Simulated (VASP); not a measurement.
# Co (P6_3/mmc) in VASP: further runs, part 2 of 2

VASP 6.6.1. The steps go on from the part before.

**4. Single point, PBEsol, collinear spin, ferromagnetic start**

This run uses another cell than the first one, of 10.55 Å³/atom.

File INCAR:

```
SYSTEM = Co
PREC     = Accurate       ! precision mode
ENCUT    = 520            ! plane-wave cutoff, eV
EDIFF    = 1E-7           ! SCF threshold, eV
ISMEAR   = 0              ! smearing method
SIGMA    = 0.15           ! smearing width, eV
LREAL    = .False.        ! projectors in reciprocal space
LASPH    = .True.         ! aspherical terms in the spheres
NELM     = 150            ! most SCF steps
ALGO     = Normal         ! electronic algorithm
ISIF     = 2              ! what is computed and relaxed
LWAVE    = .False.        ! write WAVECAR
LCHARG   = .False.        ! write CHGCAR
ISPIN    = 2              ! spin polarisation
MAGMOM   = 1.79 1.79      ! initial moments
LORBIT   = 11             ! projections on sites
LMAXMIX  = 4              ! l up to which the mixer works
GGA      = PS             ! functional
NBANDS   = 20             ! bands
```

File KPOINTS:

```
Automatic mesh
0
Gamma
  21 21 12
  0 0 0
```

File POSCAR:

```
Co
1.0
    2.5292000000      0.0000000000      0.0000000000
   -1.2646000000      2.1903514513      0.0000000000
    0.0000000000      0.0000000000      3.8087000000
Co
2
Direct
    0.3333333333      0.6666666667      0.2500000000
    0.6666666667      0.3333333333      0.7500000000
```

Command:

```sh
cat potpaw_PBE.64/Co/POTCAR > POTCAR
mpirun -np 1 vasp_std > vasp.out
```

Wall time 4 min (1 thread of Oxide Virtual Turin-like, shared host); peak memory 0.26 GiB.

It converged, with:

```
Free energy                                           : -15.4101 eV
Pressure                                              : -3.7 GPa
Net moment                                            : 3.12 μB per cell
Site moments                                          : Co +1.57 μB
Valence electrons inside the program's atomic spheres : Co 8.34
```

Stress tensor (GPa, compression positive):
```
-10.59   0.00   0.00
  0.00 -10.59   0.00
  0.00   0.00  10.13
```

Levels at points of the mesh, in eV from the Fermi level:
Spin up:
| k point | band 8 | band 9 | band 10 | band 11 | band 12 | band 13 | band 14 | band 15 |
| --- | --- | --- | --- | --- | --- | --- | --- | --- |
| (0.00, 0.00, 0.00) | -2.11 | -2.11 | -0.66 | -0.66 | 0.75 | 7.71 | 21.25 | 23.47 |
| (0.00, 0.00, 0.50) | -2.68 | -0.98 | -0.98 | -0.98 | -0.98 | 17.23 | 17.23 | 22.10 |
Spin down:
```
           k point  band 5  band 6  band 7  band 8  band 9  band 10
(0.00, 0.00, 0.00)   -0.58   -0.55   -0.55   -0.49   -0.49     0.77
(0.00, 0.00, 0.50)   -1.22   -1.22   -1.22   -1.22    0.78     0.78
```

Caveat: the stress differs along the axes, from -11 to 10 GPa; the PAW data sets were made with another functional, which shifts forces and pressure a little.

**5. Single point, PBEsol, collinear spin, ferromagnetic start**

This run uses another cell than the first one, of 11.06 Å³/atom.

File INCAR:

```
PREC     = Accurate       # precision mode
ENCUT    = 520            # plane-wave cutoff, eV
EDIFF    = 1E-7           # SCF threshold, eV
ISMEAR   = 0              # smearing method
SIGMA    = 0.15           # smearing width, eV
LREAL    = False          # projectors in reciprocal space
LASPH    = True           # aspherical terms in the spheres
NELM     = 150            # most SCF steps
ALGO     = Fast           # electronic algorithm
ISIF     = 2              # what is computed and relaxed
LWAVE    = False          # write WAVECAR
LCHARG   = True           # write CHGCAR
ISPIN    = 2              # spin polarisation
MAGMOM   = 1.79 1.79      # initial moments
LORBIT   = 11             # projections on sites
LMAXMIX  = 4              # l up to which the mixer works
GGA      = PS             # functional
LELF     = True           # ELF
LVHAR    = True         
NBANDS   = 20             # bands
```

File KPOINTS:

```
Automatic mesh
0
Gamma
  21 21 12
```

File POSCAR:

```
Co
1.0
    2.5374000000      0.0000000000      0.0000000000
   -1.2687000000      2.1974528596      0.0000000000
    0.0000000000      0.0000000000      3.9673513066
Co
2
Direct
    0.3333333333      0.6666666667      0.2500000000
    0.6666666667      0.3333333333      0.7500000000
```

Command:

```sh
cat potpaw_PBE.64/Co/POTCAR > POTCAR
mpirun -np 1 vasp_std > vasp.out
```

Wall time 3.5 min (1 thread of Oxide Virtual Turin-like, shared host); peak memory 0.27 GiB.

The run converged. Its results:

- Free energy: -15.4012 eV
- Pressure: -13.7 GPa
- Net moment: 3.23 μB per cell
- Site moments: Co +1.63 μB
- Valence electrons inside the program's atomic spheres: Co 8.24

Stress tensor (GPa, compression positive):
```
-16.51   0.00   0.00
  0.00 -16.51   0.00
  0.00   0.00  -8.03
```

Levels at points of the mesh, in eV from the Fermi level:
Spin up:
| k point | band 7 | band 8 | band 9 | band 10 | band 11 | band 12 | band 13 | band 14 | band 15 | band 16 |
| --- | --- | --- | --- | --- | --- | --- | --- | --- | --- | --- |
| (0.00, 0.00, 0.00) | -2.21 | -1.99 | -1.99 | -0.78 | -0.78 | 0.28 | 6.68 | 21.34 | 23.41 | 23.41 |
| (0.00, 0.00, 0.50) | -2.65 | -2.65 | -1.09 | -1.09 | -1.09 | -1.09 | 15.65 | 15.65 | 22.08 | 22.08 |
Spin down:
```
           k point  band 3  band 4  band 5  band 6  band 7  band 8  band 9  band 10  band 11  band 12
(0.00, 0.00, 0.00)   -0.92   -0.92   -0.73   -0.52   -0.52   -0.28   -0.28     0.28     1.05     1.05
(0.00, 0.00, 0.50)   -1.33   -1.33   -1.03   -1.03   -1.03   -1.03    0.73     0.73     0.73     0.73
```

Caveat: the stress differs along the axes, from -17 to -8 GPa; the PAW data sets were made with another functional, which shifts forces and pressure a little.

**6. Overview**

| cell | gap on the mesh (eV) | pressure (GPa) | moment (μB) |
| --- | --- | --- | --- |
| a = 2.497, b = 2.496, c = 4.034 Å, angles 90.0, 90.0, 120.0°, 2 atoms | none | -11.2 | 3.20 |
| a = 2.456, b = 2.456, c = 4.034 Å, angles 90.0, 90.0, 120.0°, 2 atoms | none | -4.4 | 3.15 |
| a = 2.529, b = 2.529, c = 3.809 Å, angles 90.0, 90.0, 120.0°, 2 atoms | none | -3.7 | 3.12 |
| a = 2.537, b = 2.537, c = 3.967 Å, angles 90.0, 90.0, 120.0°, 2 atoms | none | -13.7 | 3.23 |

Alike in all rows: task single point; level PBEsol; potentials or basis VASP PAW PBE potentials, release 64 (Co); spin collinear, ferromagnetic start; k mesh 21 × 21 × 12; cutoff (eV) 520; smearing gaussian 0.15 eV.

Caveats: the PAW data sets were made with another functional, which shifts forces and pressure a little; the cell stands under tension (at least some runs); the stress differs along the axes, from -8 to -3 GPa (at least some runs); the stress differs along the axes, from -11 to 10 GPa (at least some runs); the stress differs along the axes, from -17 to -8 GPa (at least some runs).

Absolute energies hang on the potentials; compare differences alone.
